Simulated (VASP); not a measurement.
# BaTiO3 (P1) in VASP: further runs

BaTiO3 is run at these levels: r2SCAN; tasks: single point.

All numbers are computed with VASP 6.6.1; they aren't measurements. Logs are shortened: lines on timing, memory, paths and dates and some standing lists are left out, and cuts for length are marked.

## (1) The cell of the first run

The typed cell holds 5 atoms: a = 4.166 Å, b = 3.746 Å, c = 4.404 Å, α = 85.10°, β = 87.95°, γ = 81.32°.

## (2) Single point, r2SCAN (atoms moved at random and the cell strained at random)

POSCAR

```
BaTiO3
1.0
    4.1551154307      0.1583906644      0.2569067247
    0.3005213822      2.5160853304      2.7586679808
    0.0720886616     -2.9915653209      3.2314727974
Ba Ti O
1 1 3
Direct
    0.0164755655      0.0018147783     -0.0048949623
    0.4617674687      0.4941448299      0.5437271802
   -0.0175892179      0.4879584981      0.5050556318
    0.4904344273      0.5469836468      0.9044834899
    0.5489117564      0.9653182471      0.5478486606
```

INCAR.step1

```
SYSTEM = BaTiO3
  PREC = Accurate
  ENCUT = 520
  ISMEAR = 0
  SIGMA = 0.05
  LREAL = .FALSE.
  LASPH = .TRUE.
  NELM = 100
  NBANDS = 28
  GGA = PE
  ALGO = Normal
  EDIFF = 1E-4
  LWAVE = .TRUE.
  LCHARG = .FALSE.
```

INCAR.step2

```
SYSTEM = BaTiO3
  PREC = Accurate
  ENCUT = 520
  EDIFF = 1E-6
  ISMEAR = 0
  SIGMA = 0.05
  LREAL = .FALSE.
  LASPH = .TRUE.
  NELM = 100
  ALGO = Normal
  ISIF = 2
  LWAVE = .FALSE.
  LCHARG = .FALSE.
  METAGGA = R2SCAN
  LMIXTAU = .TRUE.
  NBANDS = 28
  ISTART = 1
```

KPOINTS

```
regular mesh
0
G
  6 6 6
  0 0 0
```

Potentials or basis: VASP PAW PBE potentials, release 64 (Ba_sv, Ti_sv, O).

Command:

```
$ cat potpaw_PBE.64/Ba_sv/POTCAR potpaw_PBE.64/Ti_sv/POTCAR potpaw_PBE.64/O/POTCAR > POTCAR
$ cp INCAR.step1 INCAR
$ mpirun -np 1 vasp_std > vasp.out
$ cp INCAR.step2 INCAR
$ mpirun -np 1 vasp_std > vasp.out
```

OUTCAR:

```text
SYSTEM = BaTiO3
   PREC = Accurate
   ENCUT = 520
   EDIFF = 1E-6
   ISMEAR = 0
   LREAL = .FALSE.
   LASPH = .TRUE.
   NELM = 100
   ISIF = 2
   METAGGA = R2SCAN
   ISTART = 1

 ion  position               nearest neighbor table
   1  0.016  0.002  0.995-   4 2.45   3 2.70   4 2.78   3 2.84   5 2.84   5 2.91   3 3.00   4 3.03
                             3 3.03   4 3.04   5 3.07   2 3.21   2 3.31   5 3.33   2 3.33   2 3.37
   2  0.462  0.494  0.544-   4 1.63   5 1.86   5 1.96   3 2.01   3 2.17   1 3.21   1 3.31   1 3.33
                             1 3.37   1 3.70
   3  0.982  0.488  0.505-   2 2.01   2 2.17   1 2.70   1 2.84   1 3.00   1 3.03
   4  0.490  0.547  0.904-   2 1.63   1 2.45   1 2.78   1 3.03   1 3.04
   5  0.549  0.965  0.548-   2 1.86   2 1.96   1 2.84   1 2.91   1 3.07   1 3.33

  LATTYP: Found a triclinic cell.
 ALAT       =     9.3690631791
 B/A-ratio  =     0.3998084561
 C/A-ratio  =     1.0255425294
 COS(alpha) =     0.0128485470
 COS(beta)  =     0.6121589253
 COS(gamma) =     0.7726399425

  Lattice vectors:

 A1 = (   3.4819840047,  -1.8822146755,  -8.4919020343)
 A2 = (  -0.3005213822,  -2.5160853304,  -2.7586679808)
 A3 = (   4.0109381075,   6.1415213062,  -6.2060388701)

Analysis of symmetry for initial positions (statically):
=====================================================================
 Subroutine PRICEL returns:
 Original cell was already a primitive cell.

 Routine SETGRP: Setting up the symmetry group for a
 triclinic supercell.

 Subroutine GETGRP returns: Found  1 space group operations
 (whereof  1 operations were pure point group operations)
 out of a pool of  2 trial point group operations.

The static configuration has the point symmetry C_1 .

Analysis of symmetry for dynamics (positions and initial velocities):
=====================================================================
 Subroutine PRICEL returns:
 Original cell was already a primitive cell.

 Routine SETGRP: Setting up the symmetry group for a
 triclinic supercell.

 Subroutine GETGRP returns: Found  1 space group operations
 (whereof  1 operations were pure point group operations)
 out of a pool of  2 trial point group operations.

The dynamic configuration has the point symmetry C_1 .

 Subroutine INISYM returns: Found  1 space group operations
 (whereof  1 operations are pure point group operations),
 and found     1 'primitive' translations

----------------------------------------------------------------------------------------

                                     Primitive cell

  volume of cell :      67.6750

  direct lattice vectors                    reciprocal lattice vectors
     4.155115431  0.158390664  0.256906725     0.242089273 -0.011411271 -0.015964687
     0.300521382  2.516085330  2.758667981    -0.018919660  0.198132518  0.183845045
     0.072088662 -2.991565321  3.231472797    -0.003094967 -0.168236045  0.153779415

  length of vectors
     4.166062039  3.745830685  4.404211199     0.242883315  0.270949163  0.227949674

  position of ions in fractional coordinates (direct lattice)
     0.016475566  0.001814778  0.995105038
     0.461767469  0.494144830  0.543727180
     0.982410782  0.487958498  0.505055632
     0.490434427  0.546983647  0.904483490
     0.548911756  0.965318247  0.547848661

  ion indices of the primitive-cell ions
   primitive index   ion index
                 1           1
                 2           2
                 3           3
                 4           4
                 5           5

----------------------------------------------------------------------------------------

 KPOINTS: regular mesh

Automatic generation of k-mesh.
 Grid dimensions read from file:
 generate k-points for:    6    6    6

 Generating k-lattice:

  Cartesian coordinates                     Fractional coordinates (reciprocal lattice)
     0.040348212 -0.001901878 -0.002660781     0.166666667  0.000000000  0.000000000
    -0.003153277  0.033022086  0.030640841     0.000000000  0.166666667  0.000000000
    -0.000515828 -0.028039341  0.025629902     0.000000000  0.000000000  0.166666667

  Length of vectors
     0.040480552  0.045158194  0.037991612

  Shift w.r.t. Gamma in fractional coordinates (k-lattice)
     0.000000000  0.000000000  0.000000000

 Subroutine IBZKPT returns following result:
 ===========================================

 Found    112 irreducible k-points:

 Following reciprocal coordinates:
            Coordinates               Weight
  0.000000  0.000000  0.000000      1.000000
  0.166667  0.000000  0.000000      2.000000
  0.333333  0.000000  0.000000      2.000000
  0.500000  0.000000  0.000000      1.000000
 -0.000000  0.166667 -0.000000      2.000000
  0.166667  0.166667 -0.000000      2.000000
[... 16 lines left out ...]
  0.333333  0.000000  0.166667      2.000000
  0.500000  0.000000  0.166667      2.000000
 [... further k-points ...]
   k-points           NKPTS =    112   k-points in BZ     NKDIM =    112   number of bands    NBANDS=     28
   number of dos      NEDOS =    301   number of ions     NIONS =      5
   total plane-waves  NPLWV =  32256
   dimension x,y,z NGX =    32 NGY =   28 NGZ =   36
   dimension x,y,z NGXF=    64 NGYF=   56 NGZF=   72
   ions per type =               1   1   3
   NGX,Y,Z   is equivalent  to a cutoff of  12.77, 12.43, 13.59 a.u.
   NGXF,Y,Z  is equivalent  to a cutoff of  25.54, 24.85, 27.18 a.u.
 SYSTEM =  BaTiO3
   PREC   = accura    normal or accurate (medium, high low for compatibility)
   ISTART =      1    job   : 0-new  1-cont  2-samecut
   ICHARG =      0    charge: 1-file 2-atom 10-const
   ISPIN  =      1    spin polarized calculation?
   LNONCOLLINEAR =      F non collinear calculations
   LSORBIT =      F    spin-orbit coupling
   LASPH  =      T    aspherical Exc in radial PAW
   ENCUT  =  520.0 eV  38.22 Ry    6.18 a.u.   7.75  6.96  8.19*2*pi/ulx,y,z
   NELM   =    100;   NELMIN=  2; NELMDL=  0     # of ELM steps
   EDIFF  = 0.1E-05   stopping-criterion for ELM
   LREAL  =      F    real-space projection
   EDIFFG = 0.1E-04   stopping-criterion for IOM
   NSW    =      0    number of steps for IOM
   IBRION =     -1    ionic relax: 0-MD 1-quasi-New 2-CG
   NFREE  =      0    steps in history (QN), initial steepest desc. (CG)
   ISIF   =      2    stress and relaxation
   ISYM   =      2    0-nonsym 1-usesym 2-fastsym
   POTIM  = 0.5000    time-step for ionic-motion
   TEBEG  =    0.0;   TEEND  =   0.0 temperature during run
   PSTRESS=    0.0 pullay stress
   NELECT =      40.0000    total number of electrons
   NUPDOWN=      -1.0000    fix difference up-down
   EMIN   =  10.00;   EMAX   =-10.00  energy-range for DOS
   EFERMI =   0.00;   METHOD = LEGACY
   ISMEAR =     0;   SIGMA  =   0.05  broadening in eV -4-tet -1-fermi 0-gaus
   EFERMI_NEDOS =   21; number of points for ismear=-14 and -15
   IALGO  =     38    algorithm
   IMIX   =      4    mixing-type and parameters
     AMIX     =   0.40;   BMIX     =  1.00
     AMIX_MAG =   1.60;   BMIX_MAG =  1.00
  volume/ion in A,a.u.               =      13.54        91.34
  Fermi-wavevector in a.u.,A,eV,Ry     =   1.373890  2.596276 25.682007  1.887574
  Thomas-Fermi vector in A             =   2.499366
   LORBIT       =      0    0 simple, 1 ext, 2 COOP (PROOUT), +10 PAW based schemes
   METAGGA = R2SCAN    functional components
   LHFCALC =     F    Hartree Fock is set to
   AEXX    =    0.0000 exact exchange contribution
   IVDW    =     0    specifies the selected vdW correction
   LEPSILON=     F    determine dielectric tensor
   LRPA    =     F    only Hartree local field effects (RPA)
 non-spin polarized calculation
 Gauss-broadening in eV      SIGMA  =   0.05
  energy-cutoff  :      520.00
  volume of cell :       67.68
 maximum number of plane-waves:      1839
   NGX = 15   NGY = 13   NGZ = 17

 number of electron      40.0000004 magnetization

 Free energy of the ion-electron system (eV)
  ---------------------------------------------------
  ext. energy  EPLUGINS =         0.00000000
  ---------------------------------------------------
  free energy    TOTEN  =       -71.41482958 eV

  energy without entropy =      -71.41482958  energy(sigma->0) =      -71.41482958

 E-fermi :   4.4061     XC(G=0): -11.4909

 val. band max:        4.1963324959   @ k =   0.5000   0.5000   0.5000
 cond. band min:       6.4914039972   @ k =  -0.0000   0.1667  -0.0000
 fundamental gap:      2.2950715013
 Fermi energy:         4.4060808589

 k-point     1 :       0.0000    0.0000    0.0000
  band No.  band energies     occupation
      1     -54.8268      2.00000
      2     -30.6256      2.00000
      3     -29.9889      2.00000
      4     -29.9028      2.00000
      5     -22.7949      2.00000
      6     -14.8291      2.00000
[... 20 lines left out ...]
     27       9.8463      0.00000
     28      10.4257      0.00000

 k-point     2 :       0.1667    0.0000    0.0000
  band No.  band energies     occupation
      1     -54.8266      2.00000
      2     -30.6252      2.00000
      3     -29.9891      2.00000
      4     -29.9119      2.00000
      5     -22.7724      2.00000
      6     -14.9051      2.00000
[... 20 lines left out ...]
     27      10.0946      0.00000
     28      10.8462      0.00000

 k-point     3 :       0.3333    0.0000    0.0000
  band No.  band energies     occupation
      1     -54.8263      2.00000
      2     -30.6243      2.00000
      3     -29.9897      2.00000
      4     -29.9295      2.00000
      5     -22.7266      2.00000
      6     -15.0662      2.00000
[... 20 lines left out ...]
     27      10.6921      0.00000
     28      11.9665      0.00000

 k-point     4 :       0.5000    0.0000    0.0000
  band No.  band energies     occupation
      1     -54.8262      2.00000
      2     -30.6239      2.00000
      3     -29.9903      2.00000
      4     -29.9380      2.00000
      5     -22.7033      2.00000
      6     -15.1488      2.00000
[... 578 lines left out ...]
     27      10.3768      0.00000
     28      11.0974      0.00000

 k-point    23 :       0.3333    0.0000    0.1667
  band No.  band energies     occupation
      1     -54.8263      2.00000
      2     -30.6286      2.00000
      3     -29.9895      2.00000
      4     -29.9291      2.00000
      5     -22.7178      2.00000
      6     -15.0052      2.00000
[... 20 lines left out ...]
     27      11.0730      0.00000
     28      11.7355      0.00000

 k-point    24 :       0.5000    0.0000    0.1667
  band No.  band energies     occupation
      1     -54.8261      2.00000
      2     -30.6281      2.00000
      3     -29.9900      2.00000
      4     -29.9376      2.00000
      5     -22.6958      2.00000
      6     -15.0889      2.00000
[... 20 lines left out ...]
     27      11.3990      0.00000
     28      12.1590      0.00000

 [... further k-points ...]

------------------------ aborting loop because EDIFF is reached ----------------------------------------

  FORCE on cell =-STRESS in cart. coord.  units (eV):
  Direction    XX          YY          ZZ          XY          YZ          ZX
  --------------------------------------------------------------------------------------
  -------------------------------------------------------------------------------------
  Total        0.3743150     13.4763147      5.9344174     -2.9393386     -0.1727935     -6.5856440
  in kB        8.8617480    319.0460141    140.4948072    -69.5875912     -4.0908126   -155.9123192
  external PRESSURE =     156.1341898 kB  Pullay stress =       0.0000000 kB

 VOLUME and BASIS-vectors are now :
 -----------------------------------------------------------------------------
  energy-cutoff  :      520.00
  volume of cell :       67.68
      direct lattice vectors                 reciprocal lattice vectors
     4.155115431  0.158390664  0.256906725     0.242089273 -0.011411271 -0.015964687
     0.300521382  2.516085330  2.758667981    -0.018919660  0.198132518  0.183845045
     0.072088662 -2.991565321  3.231472797    -0.003094967 -0.168236045  0.153779415

 POSITION                                       TOTAL-FORCE (eV/Angst)
 -----------------------------------------------------------------------------------
      0.14074     -2.96975      3.22489        -1.579323     -0.031781      1.015316
      2.10639     -0.31015      3.23885         0.176075      1.952176     -4.013791
      4.26508     -0.12756      3.23058         2.378338      0.230675     -0.955858
      2.26739     -1.25188      4.55776        -0.025979     -6.875704      3.282101
      2.61038      0.87684      4.57437        -0.949111      4.724633      0.672232
 -----------------------------------------------------------------------------------
    total drift:                                0.001049     -0.002253     -0.001814

  FREE ENERGIE OF THE ION-ELECTRON SYSTEM (eV)
  ---------------------------------------------------
  free  energy   TOTEN  =       -71.4148295838 eV

  energy  without entropy=      -71.4148295838  energy(sigma->0) =      -71.41482958
```

It took 18 min on 1 thread of Oxide Virtual Turin-like, shared host; peak memory 0.3 GiB.

What came out:

| Item | Value |
| --- | --- |
| Free energy | -71.4148 eV |
| Pressure | 15.6 GPa |
| Largest force | 7.619 eV/Å |
| Band gap on the k mesh | 2.30 eV (least direct gap 2.88 eV) |

Forces on the atoms (eV/Å):
```
Ba  -1.579 -0.032  1.015
Ti   0.176  1.952 -4.014
O    2.378  0.231 -0.956
O   -0.026 -6.876  3.282
O   -0.949  4.725  0.672
```

Stress tensor (GPa, compression positive):
```
  0.89  -6.96 -15.59
 -6.96  31.90  -0.41
-15.59  -0.41  14.05
```

Caveat: the cell differs from its parent crystal (atoms moved at random and the cell strained at random); the stress differs along the axes, from 1 to 32 GPa; the PAW data sets were made with another functional, which shifts forces and pressure a little; spin-orbit coupling is left out, which moves the levels of the heavy elements.

(Continued in part 2 of 2.)
